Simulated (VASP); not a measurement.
**Al12HO: single point with PBE**

The system is Al12HO, a slab with vacuum.

```xyz
14
Lattice="5.7143 0.0000 0.0000 0.0000 5.7143 0.0000 0.0000 0.0000 22.1750" Properties=species:S:1:pos:R:3 pbc="T T T"
Al    1.4286    1.4286    4.0000
Al    1.4286    4.2857    4.0000
Al    4.2857    1.4286    4.0000
Al    4.2857    4.2857    4.0000
Al    0.0000    0.0000    6.0850
Al    0.0000    2.8572    6.0850
Al    2.8572    0.0000    6.0850
Al    2.8572    2.8572    6.0850
Al    1.4286    1.4286    8.1750
Al    1.4286    4.2857    8.1750
Al    4.2857    1.4286    8.1750
Al    4.2857    4.2857    8.1750
O     2.8572    2.8572    9.2250
H     3.5402    3.5402    9.4838
```

```json
{
  "Program": "VASP 6.6.1",
  "Task": "single point",
  "Functional": "PBE",
  "Potentials or basis": "VASP PAW PBE potentials, release 64 (Al, O, H)",
  "Cutoff": "520 eV",
  "k mesh": "5 × 5 × 1",
  "Occupations": "gaussian, width 0.1 eV",
  "Spin": "collinear spin, ferromagnetic start",
  "Starting moments": "[0.0, 0.0, 0.0, 0.0, 0.0, 0.0, 0.0, 0.0, 0.0, 0.0, 0.0, 0.0, 1.0, 0.0] μB"
}
```

| Quantity | Value |
| --- | --- |
| Largest force | 3.047 eV/Å |
| Net moment | 0.00 μB per cell |
| Valence electrons inside the program's atomic spheres | Al 0.76, 0.77, 0.74, 0.79 (each value once); O 5.05; H 0.74 |

Forces in eV/Å, atoms in the order of the input:
```
Al   0.048  0.048  0.032
Al  -0.006 -0.037  0.013
Al  -0.037 -0.006  0.013
Al  -0.015 -0.015  0.005
Al  -0.028 -0.028 -0.209
Al  -0.022  0.043  0.130
Al   0.043 -0.022  0.130
Al   0.010  0.010 -0.182
Al  -0.412 -0.412 -0.174
Al  -0.169  0.060 -0.119
Al   0.060 -0.169 -0.119
Al   1.474  1.474 -2.223
O   -0.648 -0.648  0.110
H   -0.297 -0.297  2.592
```

Levels at points of the mesh, in eV from the Fermi level:
Spin up:
| k point | band 18 | band 19 | band 20 | band 21 | band 22 | band 23 | band 24 | band 25 | band 26 | band 27 |
| --- | --- | --- | --- | --- | --- | --- | --- | --- | --- | --- |
| (0.00, 0.00, 0.00) | -1.79 | -0.82 | -0.58 | -0.51 | -0.37 | -0.21 | 0.20 | 0.35 | 0.60 | 1.09 |
Spin down:
| k point | band 18 | band 19 | band 20 | band 21 | band 22 | band 23 | band 24 | band 25 | band 26 | band 27 |
| --- | --- | --- | --- | --- | --- | --- | --- | --- | --- | --- |
| (0.00, 0.00, 0.00) | -1.79 | -0.82 | -0.58 | -0.51 | -0.37 | -0.21 | 0.20 | 0.35 | 0.60 | 1.09 |

It took 33 min on 1 thread of Intel(R) Xeon(R) Platinum 8488C (Sapphire Rapids), on a shared host, peak memory 1.1 GiB.
